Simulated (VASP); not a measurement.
Write the native input for VASP 6.6.1 that does the following.

```
Task                   : single point
Functional             : r2SCAN
Potentials or basis    : VASP PAW PBE potentials, release 64 (Cd)
Cutoff                 : 520 eV
k mesh                 : 9 × 9 × 9
Occupations            : gaussian, width 0.1 eV
Spin                   : no spin polarisation
Dipole correction      : no
Further INCAR settings : ALGO = Normal; EDIFF = 1e-06; NBANDS = 12
```

Cd:

```
Cd
1.0
     0.00000    2.21815    2.21815
     2.21815    0.00000    2.21815
     2.21815    2.21815    0.00000
Cd
1
Direct
  0.00000 0.00000 0.00000
```

One way to write it, as run:

POSCAR

```
Cd
1.0
    0.0000000000      2.2181497500      2.2181497500
    2.2181497500      0.0000000000      2.2181497500
    2.2181497500      2.2181497500      0.0000000000
Cd
1
Direct
    0.0000000000      0.0000000000      0.0000000000
```

INCAR.step1

```
SYSTEM = Cd
ALGO = Normal ; EDIFF = 1E-4
ENCUT = 520 ; GGA = PE
ISMEAR = 0 ; LASPH = .True.
LCHARG = .False. ; LREAL = .False.
LWAVE = .True. ; NBANDS = 12
NELM = 100 ; PREC = Accurate
SIGMA = 0.1
```

INCAR.step2

```
SYSTEM = Cd
ALGO = Normal ; EDIFF = 1E-6
ENCUT = 520 ; ISIF = 2
ISMEAR = 0 ; ISTART = 1
LASPH = .True. ; LCHARG = .True.
LELF = .True. ; LMIXTAU = .True.
LREAL = .False. ; LVHAR = .True.
LWAVE = .False. ; METAGGA = R2SCAN
NBANDS = 12 ; NELM = 100
PREC = Accurate ; SIGMA = 0.1
```

KPOINTS

```
k-points
0
Gamma
  9 9 9
  0 0 0
```

Potentials or basis: VASP PAW PBE potentials, release 64 (Cd).

Command:

```bash
$ cat potpaw_PBE.64/Cd/POTCAR > POTCAR
$ cp INCAR.step1 INCAR
$ mpirun -np 1 vasp_std > vasp.out
$ cp INCAR.step2 INCAR
$ mpirun -np 1 vasp_std > vasp.out
```

It gave:

The pressure is 0.2 GPa. The band gap on the k mesh is zero (band 6 reaches 3.52 eV, above the bottom of band 7 at 1.91 eV).

Caveat: the PAW data sets were made with another functional, which shifts forces and pressure a little.

It took 20 s on 1 thread of Intel(R) Xeon(R) Platinum 8375C CPU @ 2.90GHz (Ice Lake) (shared host), peak memory 0.14 GiB.
